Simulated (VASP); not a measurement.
Write the native input for VASP 6.6.1 that does the following.

* Task: single point
* Functional: r2SCAN
* Potentials or basis: VASP PAW PBE potentials, release 64 (La, As, Lu)
* Cutoff: 520 eV
* k mesh: 6 × 6 × 4
* Occupations: fermi-dirac, width 0.02 eV
* Spin: no spin polarisation
* Dipole correction: no
* Further INCAR settings: ALGO = Normal; EDIFF = 1e-06; NBANDS = 31

Crystal: LaLuAs2.

```xyz
4
Lattice="4.1806 0.0000 0.0000 0.0000 4.1806 0.0000 0.0000 0.0000 5.8920" Properties=species:S:1:pos:R:3 pbc="T T T"
La    0.0000    0.0000    0.0000
As    0.0000    0.0000    2.9460
As    2.0903    2.0903    0.0000
Lu    2.0903    2.0903    2.9460
```

This cell differs from its parent crystal: volume changed by -3%.

One way to write it, as run:

POSCAR

```
LaLuAs2
1.0
    4.1805979437      0.0000000000      0.0000000000
    0.0000000000      4.1805979437      0.0000000000
    0.0000000000      0.0000000000      5.8919783349
La As Lu
1 2 1
Direct
    0.0000000000      0.0000000000      0.0000000000
    0.0000000000      0.0000000000      0.5000000000
    0.5000000000      0.5000000000      0.0000000000
    0.5000000000      0.5000000000      0.5000000000
```

INCAR.step1

```
SYSTEM = LaLuAs2
ALGO     = Normal         ! electronic algorithm
EDIFF    = 1E-4           ! SCF threshold, eV
ENCUT    = 520            ! plane-wave cutoff, eV
GGA      = PE             ! functional
ISMEAR   = -1             ! smearing method
LASPH    = .TRUE.         ! aspherical terms in the spheres
LCHARG   = .FALSE.        ! write CHGCAR
LREAL    = .FALSE.        ! projectors in reciprocal space
LWAVE    = .TRUE.         ! write WAVECAR
NBANDS   = 31             ! bands
NELM     = 100            ! most SCF steps
PREC     = Accurate       ! precision mode
SIGMA    = 0.02           ! smearing width, eV
```

INCAR.step2

```
SYSTEM = LaLuAs2
ALGO     = Normal         ! electronic algorithm
EDIFF    = 1E-6           ! SCF threshold, eV
ENCUT    = 520            ! plane-wave cutoff, eV
ISIF     = 2              ! what is computed and relaxed
ISMEAR   = -1             ! smearing method
ISTART   = 1            
LASPH    = .TRUE.         ! aspherical terms in the spheres
LCHARG   = .FALSE.        ! write CHGCAR
LMIXTAU  = .TRUE.       
LREAL    = .FALSE.        ! projectors in reciprocal space
LWAVE    = .FALSE.        ! write WAVECAR
METAGGA  = R2SCAN         ! meta-GGA
NBANDS   = 31             ! bands
NELM     = 100            ! most SCF steps
PREC     = Accurate       ! precision mode
SIGMA    = 0.02           ! smearing width, eV
```

KPOINTS

```
k-points
0
G
  6 6 4
  0 0 0
```

Potentials or basis: VASP PAW PBE potentials, release 64 (La, As, Lu).

The run is started by

```bash
$ cat potpaw_PBE.64/La/POTCAR potpaw_PBE.64/As/POTCAR potpaw_PBE.64/Lu/POTCAR > POTCAR
$ cp INCAR.step1 INCAR
$ mpirun -np 1 vasp_std > vasp.out
$ cp INCAR.step2 INCAR
$ mpirun -np 1 vasp_std > vasp.out
```

It gave:

The pressure is 2.6 GPa. The band gap on the k mesh is zero (band 23 reaches 5.20 eV, above the bottom of band 24 at 4.92 eV).

Caveat: the PAW data sets were made with another functional, which shifts forces and pressure a little; spin-orbit coupling is left out, which moves the levels of the heavy elements.

Wall time 23 min on 1 thread of AMD EPYC 7571, with other jobs on the host, peak memory 0.28 GiB.
